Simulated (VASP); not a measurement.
MgO, 4 atoms in the cell. The structure is monoclinic, space group Cm (No. 8). The conventional cell has a = 5.729 Å, b = 3.308 Å, c = 4.983 Å, α = 90.00°, β = 90.29°, γ = 90.00°. Within 2.6 Å of Mg (site symmetry m) lie 4 O at 1.97 to 1.99 Å. Mg (site symmetry m) has 4 O at 1.97 to 1.99 Å within 2.6 Å. Within 2.6 Å of O (site symmetry m) lie 4 Mg at 1.97 to 1.99 Å. Within 2.6 Å of O (site symmetry m) lie 4 Mg at 1.97 to 1.99 Å.  This cell differs from its parent crystal: strain +0.0050 x Voigt [0, 0, 0, 1, 0, 0].

```yaml
Program: VASP 6.6.1
Task: single point
Functional: PBE
Potentials_or_basis: VASP PAW PBE potentials, release 64 (Mg, O)
Cutoff: 520 eV
k_mesh: 9 × 9 × 6
Occupations: gaussian, width 0.05 eV
Spin: no spin polarisation
Dipole_correction: no
Further_INCAR_settings: ALGO = Normal; EDIFF = 1e-06; NBANDS = 16
```

Potentials or basis: VASP PAW PBE potentials, release 64 (Mg, O).

The run is started by

```sh
$ cat potpaw_PBE.64/Mg/POTCAR potpaw_PBE.64/O/POTCAR > POTCAR
$ mpirun -np 1 vasp_std > vasp.out
```

Hardware: 1 thread of Intel(R) Xeon(R) 6975P-C (Granite Rapids), with other jobs on the host.

Problem. How long does it take, and how much memory?

Solution. Wall time 39 s on 1 thread of Intel(R) Xeon(R) 6975P-C (Granite Rapids) (shared host), peak memory 0.24 GiB. Counts: scf iterations 12, k points 140.
